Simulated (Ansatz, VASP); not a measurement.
Two plane-wave programs on Ta

File INCAR:

```
ALGO = Fast
EDIFF = 1E-6
ENCUT = 520
GGA = CA
ISIF = 2
ISMEAR = 0
LASPH = T
LCHARG = T
LELF = T
LREAL = F
LVHAR = T
LWAVE = F
NBANDS = 12
NELM = 100
PREC = Accurate
SIGMA = 0.15
```

File KPOINTS:

```
k-points
0
Gamma
  20 20 20
```

POSCAR

```
Ta
1.0
   -1.6512800000      1.6512800000      1.6512800000
    1.6512800000     -1.6512800000      1.6512800000
    1.6512800000      1.6512800000     -1.6512800000
Ta
1
Direct
    0.0000000000      0.0000000000      0.0000000000
```

Input for Ansatz:

```yaml
crystal:
  lattice:
    - [-1.65128, 1.65128, 1.65128]
    - [1.65128, -1.65128, 1.65128]
    - [1.65128, 1.65128, -1.65128]
  atoms:
    - { symbol: Ta, position: [0.0, 0.0, 0.0] }
basis:
  ecutwfc: 420
kpoints:
  mp_grid: { grid: [20, 20, 20] }
hamiltonian:
  xc: lda
scf:
  occupations: { method: gaussian, width: 0.15 }
output:
  forces: true
  stress: true
  eigenvalues: true
```

Alike in both runs: task single point; functional LDA; k mesh 20 × 20 × 20; occupations gaussian, width 0.15 eV; no spin polarisation.

```csv
,VASP,Ansatz
version,VASP 6.6.1,Ansatz 0.2.0
potentials or method,"VASP PAW LDA potentials, release 64 (Ta_pv), cutoff 520 eV","scalar-relativistic, plane waves, PAW"
valence electrons in the cell,11,13
```

```csv
,VASP,Ansatz,Ansatz less VASP
gap on the k mesh at the Fermi level (eV),none,none,-
pressure (GPa),-8.2,-8.9,-0.75
```

LDA's correlation is that of Perdew and Zunger in VASP and of Perdew and Wang (1992) in Ansatz. A gap of «none» marks a metal or a gap that the smearing closes. VASP's potentials hold 11 valence electrons a cell and Ansatz's 13, so a difference there can come from the potentials and not from the codes.

Neither program's run includes spin-orbit coupling.
